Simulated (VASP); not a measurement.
Write the native input for VASP 6.6.1 that does the following.

```yaml
Task: single point
Functional: PBE
Potentials_or_basis: VASP PAW PBE potentials, release 64 (Zn, In_d, C, N)
Cutoff: 520 eV
k_mesh: 4 × 4 × 4
Occupations: gaussian, width 0.1 eV
Spin: no spin polarisation
Dipole_correction: no
Further_INCAR_settings: ALGO = Normal; EDIFF = 1e-06; NBANDS = 52
```

The structure of ZnInC6N6 lies in POSCAR:

```
ZnInC6N6
1.0
    0.0000000000      5.1845000000      5.1845000000
    5.1845000000      0.0000000000      5.1845000000
    5.1845000000      5.1845000000      0.0000000000
Zn In C N
1 1 6 6
Direct
    0.0000000000      0.0000000000      0.0000000000
    0.5000000000      0.5000000000      0.5000000000
    0.8151220000      0.1848780000      0.1848780000
    0.1848780000      0.8151220000      0.1848780000
    0.1848780000      0.1848780000      0.8151220000
    0.1848780000      0.8151220000      0.8151220000
    0.8151220000      0.1848780000      0.8151220000
    0.8151220000      0.8151220000      0.1848780000
    0.7022856600      0.2977143400      0.2977143400
    0.2977143400      0.7022856600      0.2977143400
    0.2977143400      0.2977143400      0.7022856600
    0.2977143400      0.7022856600      0.7022856600
    0.7022856600      0.2977143400      0.7022856600
    0.7022856600      0.7022856600      0.2977143400
```

The input as run:

INCAR

```
PREC = Accurate
ENCUT = 520
EDIFF = 1E-6
ISMEAR = 0
SIGMA = 0.1
LREAL = False
LASPH = True
NELM = 100
ALGO = Normal
ISIF = 2
LWAVE = False
LCHARG = False
GGA = PE
NBANDS = 52
```

KPOINTS

```
regular mesh
0
Gamma
  4 4 4
```

Potentials or basis: VASP PAW PBE potentials, release 64 (Zn, In_d, C, N).

The run is started by

```sh
$ cat potpaw_PBE.64/Zn/POTCAR potpaw_PBE.64/In_d/POTCAR potpaw_PBE.64/C/POTCAR potpaw_PBE.64/N/POTCAR > POTCAR
$ mpirun -np 1 vasp_std > vasp.out
```

Results of the run:

```json
{"Pressure": "10.9 GPa", "Largest force": "3.104 eV/Å", "Band gap on the k mesh": "zero (an odd number of electrons rules out a gap without spin polarisation)"}
```

Caveat: the cell stands under pressure; spin-orbit coupling is left out, which moves the levels of the heavy elements; forces of over 1 eV/Å act on the atoms, so gaps and moduli don't describe the material at rest.

Wall time 110 s on 1 thread of AMD EPYC 9R45 96-Core Processor (Zen 5), on a shared host, peak memory 0.47 GiB.
